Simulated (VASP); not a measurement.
Here is a VASP 6.6.1 calculation.

File INCAR:

```
SYSTEM = CdS
ALGO     = Normal         ! electronic algorithm
EDIFF    = 1E-6           ! SCF threshold, eV
ENCUT    = 520            ! plane-wave cutoff, eV
GGA      = PS             ! functional
ISIF     = 2              ! what is computed and relaxed
ISMEAR   = 0              ! smearing method
LASPH    = .True.         ! aspherical terms in the spheres
LCHARG   = .False.        ! write CHGCAR
LREAL    = .False.        ! projectors in reciprocal space
LWAVE    = .False.        ! write WAVECAR
NBANDS   = 26             ! bands
NELM     = 80             ! most SCF steps
PREC     = Accurate       ! precision mode
SIGMA    = 0.01           ! smearing width, eV
```

Contents of KPOINTS:

```
k-points
0
Gamma
  6 6 4
  0 0 0
```

POSCAR

```
CdS
1.0
    4.2063347162      0.0000000000      0.0000000000
   -2.1031673581      3.6427927211      0.0000000000
    0.0000000000      0.0000000000      6.5813632647
Cd S
2 2
Direct
    0.3333333333      0.6666666667     -0.0053297183
    0.6666666667      0.3333333333      0.4946702817
    0.3333333333      0.6666666667      0.3803297183
    0.6666666667      0.3333333333      0.8803297183
```

Potentials or basis: VASP PAW PBE potentials, release 64 (Cd, S).

Launch:

```console
$ cat potpaw_PBE.64/Cd/POTCAR potpaw_PBE.64/S/POTCAR > POTCAR
$ mpirun -np 1 vasp_std > vasp.out
```

(1) Estimate the pressure.

(2) Predict the band gap on the k mesh.

## Answers

(1) -0.9 GPa.

(2) 1.04 eV.

Caveat: the cell differs from its parent crystal (in-plane strain +0.02, then relaxed in part); the PAW data sets were made with another functional, which shifts forces and pressure a little.
